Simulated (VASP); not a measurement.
# Cu6HAu2 (Pmmm) in VASP: single point with PBE

Aim: the single point of Cu6HAu2 with PBE.

All numbers are computed with VASP 6.6.1; they aren't measurements. Logs are shortened: lines on timing, memory, paths and dates and some standing lists are left out, and cuts for length are marked.

### Step 1. The cell of the first run

Symmetry: Pmmm, No. 47, orthorhombic system. Conventional cell: a = 3.813 Å, b = 3.901 Å, c = 7.511 Å, α = 90.00°, β = 90.00°, γ = 90.00°. Cu (site symmetry mmm) has 8 Cu at 2.63 to 2.69 Å and 4 Au at 2.73 Å within 3.5 Å. Within 2.5 Å of Cu (site symmetry mmm) lie 2 H at 1.91 Å. Within 2.6 Å of Cu (site symmetry mm2) lie 1 H at 1.94 Å. Cu (site symmetry mm2) has 4 Au at 2.66 to 2.70 Å and 8 Cu at 2.69 to 2.73 Å and 4 H at 3.33 Å within 3.5 Å. Au (site symmetry mmm) has 2 H at 1.95 Å within 2.6 Å. Within 3.5 Å of Au (site symmetry mmm) lie 12 Cu at 2.66 to 2.73 Å. H (site symmetry mmm) has 4 Cu at 1.91 to 1.94 Å and 2 Au at 1.95 Å within 2.5 Å.

### Step 2. Single point, PBE

INCAR

```
ALGO     = Normal         # electronic algorithm
EDIFF    = 1E-6           # SCF threshold, eV
ENCUT    = 520            # plane-wave cutoff, eV
GGA      = PE             # functional
ISIF     = 2              # what is computed and relaxed
ISMEAR   = 0              # smearing method
LASPH    = True           # aspherical terms in the spheres
LCHARG   = False          # write CHGCAR
LREAL    = False          # projectors in reciprocal space
LWAVE    = False          # write WAVECAR
NBANDS   = 54             # bands
NELM     = 100            # most SCF steps
PREC     = Accurate       # precision mode
SIGMA    = 0.1            # smearing width, eV
```

KPOINTS

```
k-points
0
Gamma
  4 8 8
```

POSCAR

```
Cu6HAu2
1.0
    7.5105868461      0.0000000000      0.0000000000
    0.0000000000      3.8128898529      0.0000000000
    0.0000000000      0.0000000000      3.9006745122
Cu Au H
6 2 1
Direct
    0.5000000000      0.5000000000      0.5000000000
    0.0000000000      0.5000000000      0.5000000000
    0.2581797987      0.0000000000      0.5000000000
    0.7418202013      0.0000000000      0.5000000000
    0.2539056796      0.5000000000      0.0000000000
    0.7460943204      0.5000000000      0.0000000000
    0.0000000000      0.0000000000      0.0000000000
    0.5000000000      0.0000000000      0.0000000000
    0.0000000000      0.0000000000      0.5000000000
```

Potentials or basis: VASP PAW PBE potentials, release 64 (Cu, Au, H).

Run with:

```bash
cat potpaw_PBE.64/Cu/POTCAR potpaw_PBE.64/Au/POTCAR potpaw_PBE.64/H/POTCAR > POTCAR
mpirun -np 1 vasp_std > vasp.out
```

OUTCAR:

```text
EDIFF = 1E-6
   ENCUT = 520
   GGA = PE
   ISIF = 2
   ISMEAR = 0
   LASPH = True
   LREAL = False
   NELM = 100
   PREC = Accurate

 ion  position               nearest neighbor table
   1  0.500  0.500  0.500-   3 2.63   4 2.63   3 2.63   4 2.63   5 2.69   6 2.69   5 2.69   6 2.69
                             8 2.73   8 2.73   8 2.73   8 2.73
   2  0.000  0.500  0.500-   3 2.72   4 2.72   3 2.72   4 2.72   7 2.73   7 2.73   7 2.73   7 2.73
                             5 2.73   5 2.73   6 2.73   6 2.73
   3  0.258  0.000  0.500-   1 2.63   1 2.63   8 2.67   8 2.67   2 2.72   2 2.72   5 2.73   5 2.73
                             5 2.73   5 2.73   7 2.75   7 2.75
   4  0.742  0.000  0.500-   1 2.63   1 2.63   8 2.67   8 2.67   2 2.72   2 2.72   6 2.73   6 2.73
                             6 2.73   6 2.73   7 2.75   7 2.75
   5  0.254  0.500  0.000-   8 2.66   8 2.66   1 2.69   1 2.69   7 2.70   7 2.70   3 2.73   3 2.73
                             3 2.73   3 2.73   2 2.73   2 2.73
   6  0.746  0.500  0.000-   8 2.66   8 2.66   1 2.69   1 2.69   7 2.70   7 2.70   4 2.73   4 2.73
                             4 2.73   4 2.73   2 2.73   2 2.73
   7  0.000  0.000  0.000-   9 1.95   9 1.95   5 2.70   6 2.70   5 2.70   6 2.70   2 2.73   2 2.73
                             2 2.73   2 2.73   4 2.75   3 2.75   4 2.75   3 2.75
   8  0.500  0.000  0.000-   5 2.66   6 2.66   5 2.66   6 2.66   3 2.67   4 2.67   3 2.67   4 2.67
                             1 2.73   1 2.73   1 2.73   1 2.73
   9  0.000  0.000  0.500-   7 1.95   7 1.95

  LATTYP: Found a simple orthorhombic cell.
 ALAT       =     3.8128898529
 B/A-ratio  =     1.0230231301
 C/A-ratio  =     1.9697885687

  Lattice vectors:

 A1 = (   0.0000000000,   3.8128898529,   0.0000000000)
 A2 = (   0.0000000000,   0.0000000000,   3.9006745122)
 A3 = (   7.5105868461,   0.0000000000,   0.0000000000)

Analysis of symmetry for initial positions (statically):
=====================================================================
 Subroutine PRICEL returns:
 Original cell was already a primitive cell.

 Routine SETGRP: Setting up the symmetry group for a
 simple orthorhombic supercell.

 Subroutine GETGRP returns: Found  8 space group operations
 (whereof  8 operations were pure point group operations)
 out of a pool of  8 trial point group operations.

The static configuration has the point symmetry D_2h.

Analysis of symmetry for dynamics (positions and initial velocities):
=====================================================================
 Subroutine PRICEL returns:
 Original cell was already a primitive cell.

 Routine SETGRP: Setting up the symmetry group for a
 simple orthorhombic supercell.

 Subroutine GETGRP returns: Found  8 space group operations
 (whereof  8 operations were pure point group operations)
 out of a pool of  8 trial point group operations.

The dynamic configuration has the point symmetry D_2h.

 Subroutine INISYM returns: Found  8 space group operations
 (whereof  8 operations are pure point group operations),
 and found     1 'primitive' translations

----------------------------------------------------------------------------------------

                                     Primitive cell

  volume of cell :     111.7038

  direct lattice vectors                    reciprocal lattice vectors
     7.510586846  0.000000000  0.000000000     0.133145388  0.000000000  0.000000000
     0.000000000  3.812889853  0.000000000     0.000000000  0.262268263  0.000000000
     0.000000000  0.000000000  3.900674512     0.000000000  0.000000000  0.256365917

  length of vectors
     7.510586846  3.812889853  3.900674512     0.133145388  0.262268263  0.256365917

  position of ions in fractional coordinates (direct lattice)
     0.500000000  0.500000000  0.500000000
     0.000000000  0.500000000  0.500000000
     0.258179799  0.000000000  0.500000000
     0.741820201  0.000000000  0.500000000
     0.253905680  0.500000000  0.000000000
     0.746094320  0.500000000  0.000000000
     0.000000000  0.000000000  0.000000000
     0.500000000  0.000000000  0.000000000
     0.000000000  0.000000000  0.500000000

  ion indices of the primitive-cell ions
   primitive index   ion index
                 1           1
                 2           2
                 3           3
                 4           4
                 5           5
                 6           6
                 7           7
                 8           8
                 9           9

----------------------------------------------------------------------------------------

 KPOINTS: k-points

Automatic generation of k-mesh.
 Grid dimensions read from file:
 generate k-points for:    4    8    8

 Generating k-lattice:

  Cartesian coordinates                     Fractional coordinates (reciprocal lattice)
     0.033286347  0.000000000  0.000000000     0.250000000  0.000000000  0.000000000
     0.000000000  0.032783533  0.000000000     0.000000000  0.125000000  0.000000000
     0.000000000  0.000000000  0.032045740     0.000000000  0.000000000  0.125000000

  Length of vectors
     0.033286347  0.032783533  0.032045740

  Shift w.r.t. Gamma in fractional coordinates (k-lattice)
     0.000000000  0.000000000  0.000000000

 Subroutine IBZKPT returns following result:
 ===========================================

 Found     75 irreducible k-points:

 Following reciprocal coordinates:
            Coordinates               Weight
  0.000000  0.000000  0.000000      1.000000
  0.250000  0.000000  0.000000      2.000000
  0.500000  0.000000  0.000000      1.000000
  0.000000  0.125000  0.000000      2.000000
  0.250000  0.125000  0.000000      4.000000
  0.500000  0.125000  0.000000      2.000000
[... 16 lines left out ...]
  0.250000  0.250000  0.125000      8.000000
  0.500000  0.250000  0.125000      4.000000
 [... further k-points ...]
   k-points           NKPTS =     75   k-points in BZ     NKDIM =     75   number of bands    NBANDS=     54
   number of dos      NEDOS =    301   number of ions     NIONS =      9
   total plane-waves  NPLWV =  47040
   dimension x,y,z NGX =    56 NGY =   28 NGZ =   30
   dimension x,y,z NGXF=   112 NGYF=   56 NGZF=   60
   ions per type =               6   2   1
   NGX,Y,Z   is equivalent  to a cutoff of  12.40, 12.21, 12.79 a.u.
   NGXF,Y,Z  is equivalent  to a cutoff of  24.79, 24.42, 25.57 a.u.
 SYSTEM =  unknown system
   PREC   = accura    normal or accurate (medium, high low for compatibility)
   ISTART =      0    job   : 0-new  1-cont  2-samecut
   ICHARG =      2    charge: 1-file 2-atom 10-const
   ISPIN  =      1    spin polarized calculation?
   LNONCOLLINEAR =      F non collinear calculations
   LSORBIT =      F    spin-orbit coupling
   LASPH  =      T    aspherical Exc in radial PAW
   ENCUT  =  520.0 eV  38.22 Ry    6.18 a.u.  13.96  7.09  7.25*2*pi/ulx,y,z
   NELM   =    100;   NELMIN=  2; NELMDL= -5     # of ELM steps
   EDIFF  = 0.1E-05   stopping-criterion for ELM
   LREAL  =      F    real-space projection
   EDIFFG = 0.1E-04   stopping-criterion for IOM
   NSW    =      0    number of steps for IOM
   IBRION =     -1    ionic relax: 0-MD 1-quasi-New 2-CG
   NFREE  =      0    steps in history (QN), initial steepest desc. (CG)
   ISIF   =      2    stress and relaxation
   ISYM   =      2    0-nonsym 1-usesym 2-fastsym
   POTIM  = 0.5000    time-step for ionic-motion
   TEBEG  =    0.0;   TEEND  =   0.0 temperature during run
   PSTRESS=    0.0 pullay stress
   NELECT =      89.0000    total number of electrons
   NUPDOWN=      -1.0000    fix difference up-down
   EMIN   =  10.00;   EMAX   =-10.00  energy-range for DOS
   EFERMI =   0.00;   METHOD = LEGACY
   ISMEAR =     0;   SIGMA  =   0.10  broadening in eV -4-tet -1-fermi 0-gaus
   EFERMI_NEDOS =   21; number of points for ismear=-14 and -15
   IALGO  =     38    algorithm
   IMIX   =      4    mixing-type and parameters
     AMIX     =   0.40;   BMIX     =  1.00
     AMIX_MAG =   1.60;   BMIX_MAG =  1.00
  volume/ion in A,a.u.               =      12.41        83.76
  Fermi-wavevector in a.u.,A,eV,Ry     =   1.517687  2.868013 31.339304  2.303374
  Thomas-Fermi vector in A             =   2.626909
   LORBIT       =      0    0 simple, 1 ext, 2 COOP (PROOUT), +10 PAW based schemes
   GGA     = PE    functional components
   LHFCALC =     F    Hartree Fock is set to
   AEXX    =    0.0000 exact exchange contribution
   IVDW    =     0    specifies the selected vdW correction
   LEPSILON=     F    determine dielectric tensor
   LRPA    =     F    only Hartree local field effects (RPA)
 non-spin polarized calculation
 Gauss-broadening in eV      SIGMA  =   0.10
  energy-cutoff  :      520.00
  volume of cell :      111.70
 maximum number of plane-waves:      3044
 NGX is ok and might be reduce to    56
   NGX = 27   NGY = 15   NGZ = 15

 number of electron      88.9999959 magnetization

 Free energy of the ion-electron system (eV)
  ---------------------------------------------------
  ext. energy  EPLUGINS =         0.00000000
  ---------------------------------------------------
  free energy    TOTEN  =       -31.71851034 eV

  energy without entropy =      -31.70649985  energy(sigma->0) =      -31.71250510

 E-fermi :   7.8854     XC(G=0): -12.4631

 val. band max:        7.8688921237   @ k =   0.2500   0.3750   0.3750
 cond. band min:       7.8976449861   @ k =   0.5000   0.1250   0.2500
 fundamental gap:      0.0287528624
 Fermi energy:         7.8854340270

 k-point     1 :       0.0000    0.0000    0.0000
  band No.  band energies     occupation
      1      -3.0394      2.00000
      2      -0.5989      2.00000
      3       1.1336      2.00000
      4       1.6796      2.00000
      5       1.7226      2.00000
      6       2.0822      2.00000
[... 46 lines left out ...]
     53      14.2020      0.00000
     54      14.5788      0.00000
[... 1309 lines left out ...]
     53      15.3586      0.00000
     54      15.5439      0.00000

 [... further k-points ...]

------------------------ aborting loop because EDIFF is reached ----------------------------------------

  FORCE on cell =-STRESS in cart. coord.  units (eV):
  Direction    XX          YY          ZZ          XY          YZ          ZX
  --------------------------------------------------------------------------------------
  -------------------------------------------------------------------------------------
  Total        0.1812796      0.0982060      0.1448798      0.0000000      0.0000000      0.0000000
  in kB        2.6001098      1.4085777      2.0780247      0.0000000      0.0000000      0.0000000
  external PRESSURE =       2.0289041 kB  Pullay stress =       0.0000000 kB

 VOLUME and BASIS-vectors are now :
 -----------------------------------------------------------------------------
  energy-cutoff  :      520.00
  volume of cell :      111.70
      direct lattice vectors                 reciprocal lattice vectors
     7.510586846  0.000000000  0.000000000     0.133145388  0.000000000  0.000000000
     0.000000000  3.812889853  0.000000000     0.000000000  0.262268263  0.000000000
     0.000000000  0.000000000  3.900674512     0.000000000  0.000000000  0.256365917

 POSITION                                       TOTAL-FORCE (eV/Angst)
 -----------------------------------------------------------------------------------
      3.75529      1.90644      1.95034         0.000000     -0.000000      0.000000
      0.00000      1.90644      1.95034         0.000000     -0.000000      0.000000
      1.93908      0.00000      1.95034        -0.004953     -0.000000     -0.000000
      5.57151      0.00000      1.95034         0.004953     -0.000000      0.000000
      1.90698      1.90644      0.00000         0.004797      0.000000      0.000000
      5.60361      1.90644      0.00000        -0.004797     -0.000000      0.000000
      0.00000      0.00000      0.00000         0.000000     -0.000000      0.000000
      3.75529      0.00000      0.00000         0.000000     -0.000000      0.000000
      0.00000      0.00000      1.95034         0.000000     -0.000000      0.000000
 -----------------------------------------------------------------------------------
    total drift:                                0.000000     -0.000000     -0.000000

  FREE ENERGIE OF THE ION-ELECTRON SYSTEM (eV)
  ---------------------------------------------------
  free  energy   TOTEN  =       -31.7185103446 eV

  energy  without entropy=      -31.7064998534  energy(sigma->0) =      -31.71250510
```

Wall time 14 min (1 thread of Oxide Virtual Turin-like, shared host); peak memory 0.43 GiB.

Results:

- Free energy: -31.7185 eV
- Pressure: 0.2 GPa
- Largest force: 0.005 eV/Å

Forces in eV/Å, atoms in the order of the input:
```
Cu   0.000  0.000  0.000
Cu   0.000  0.000  0.000
Cu  -0.005  0.000  0.000
Cu   0.005  0.000  0.000
Cu   0.005  0.000  0.000
Cu  -0.005  0.000  0.000
Au   0.000  0.000  0.000
Au   0.000  0.000  0.000
H    0.000  0.000  0.000
```

Stress tensor (GPa, compression positive):
```
0.26 0.00 0.00
0.00 0.14 0.00
0.00 0.00 0.21
```

Levels at points of the mesh, in eV from the Fermi level:
| k point | band 41 | band 42 | band 43 | band 44 | band 45 | band 46 | band 47 | band 48 |
| --- | --- | --- | --- | --- | --- | --- | --- | --- |
| (0.00, 0.00, 0.00) | -1.62 | -1.51 | -1.42 | 0.58 | 0.94 | 1.29 | 3.92 | 4.87 |
| (0.50, 0.00, 0.00) | -1.67 | -1.56 | -1.51 | -1.34 | 2.21 | 2.44 | 2.45 | 2.81 |
| (0.00, 0.50, 0.00) | -1.68 | -1.62 | -0.76 | -0.74 | -0.74 | 0.19 | 4.74 | 4.94 |
| (0.50, 0.50, 0.00) | -1.76 | -1.76 | -1.72 | -1.62 | 1.46 | 1.71 | 2.48 | 2.59 |
| (0.00, 0.00, 0.50) | -1.69 | -1.42 | -1.09 | -0.81 | -0.70 | -0.09 | 3.87 | 5.29 |
| (0.50, 0.00, 0.50) | -1.81 | -1.72 | -1.72 | -1.66 | 1.31 | 1.81 | 1.94 | 2.09 |
| (0.00, 0.50, 0.50) | -1.66 | -1.09 | -1.08 | -1.06 | -0.89 | -0.79 | -0.74 | -0.15 |
| (0.50, 0.50, 0.50) | -1.58 | -1.09 | -0.88 | -0.81 | -0.74 | -0.70 | -0.53 | -0.23 |

Caveat: spin-orbit coupling is left out, which moves the levels of the heavy elements.
